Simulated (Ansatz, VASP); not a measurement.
**Two plane-wave programs on SiNi**

File INCAR:

```
PREC = Accurate
ENCUT = 520
EDIFF = 1E-7
ISMEAR = -1
SIGMA = 0.05
LREAL = False
LASPH = True
NELM = 150
ALGO = Normal
ISIF = 2
LWAVE = False
LCHARG = False
ISPIN = 2
MAGMOM = 1 1 1 1 0 0 0 0
LORBIT = 11
LMAXMIX = 4
GGA = PS
NBANDS = 42
```

The input KPOINTS:

```
Automatic mesh
0
Gamma
  5 7 4
```

File POSCAR:

```
SiNi
1.0
    5.2248310000      0.0000000000      0.0000000000
    0.0000000000      3.3714810000      0.0000000000
    0.0000000000      0.0000000000      5.6049000000
Ni Si
4 4
Direct
    0.9922100000      0.7500000000      0.8124800000
    0.5077900000      0.2500000000      0.3124800000
    0.4922100000      0.7500000000      0.6875200000
    0.0077900000      0.2500000000      0.1875200000
    0.6787200000      0.2500000000      0.9175000000
    0.8212800000      0.7500000000      0.4175000000
    0.1787200000      0.2500000000      0.5825000000
    0.3212800000      0.7500000000      0.0825000000
```

Contents of input.yaml:

```yaml
crystal:
  lattice:
    - [5.224831, 0.0, 0.0]
    - [0.0, 3.371481, 0.0]
    - [0.0, 0.0, 5.6049]
  atoms:
    - { symbol: Ni, position: [0.99221, 0.75, 0.81248], spin: 1.0 }
    - { symbol: Ni, position: [0.50779, 0.25, 0.31248], spin: 1.0 }
    - { symbol: Ni, position: [0.49221, 0.75, 0.68752], spin: 1.0 }
    - { symbol: Ni, position: [0.00779, 0.25, 0.18752], spin: 1.0 }
    - { symbol: Si, position: [0.67872, 0.25, 0.9175] }
    - { symbol: Si, position: [0.82128, 0.75, 0.4175] }
    - { symbol: Si, position: [0.17872, 0.25, 0.5825] }
    - { symbol: Si, position: [0.32128, 0.75, 0.0825] }
hamiltonian:
  xc: pbesol
  pseudopotentials: { kind: paw }
magnetization:
  spin_polarized: true
kpoints:
  mp_grid: { grid: [5, 7, 4] }
scf:
  occupations: { method: fermi_dirac, width: 0.05 }
output:
  forces: true
  stress: true
  eigenvalues: true
```

Alike in both runs: task single point; functional PBEsol; k mesh 5 × 7 × 4; occupations fermi-dirac, width 0.05 eV; collinear spin.

|  | VASP | Ansatz |
| --- | --- | --- |
| version | VASP 6.6.1 | Ansatz 0.2.0 |
| potentials or method | VASP PAW PBE potentials, release 64 (Ni, Si) | Ansatz PAW |
| plane-wave cutoff (eV) | 520 | 420 |
| valence electrons in the cell | 56 | 88 |

```csv
,VASP,Ansatz,Ansatz less VASP
gap on the k mesh at the Fermi level (eV),none,none,-
pressure (GPa),-7.5,-7.7,-0.22
"traceless stress, the component that is largest in VASP (GPa)",-1.89,-1.95,-0.059
rms of the force components (eV/Å),0.047,0.047,+0.0001
net moment per atom (μB),0.00,0.00,0.000
```

VASP's potentials were made for PBE, not for PBEsol. Atom by atom the forces differ by 0.005 eV/Å (rms over components). A gap of «none» marks a metal or a gap that the smearing closes. VASP's potentials hold 56 valence electrons a cell and Ansatz's 88, so a difference there can come from the potentials and not from the codes.
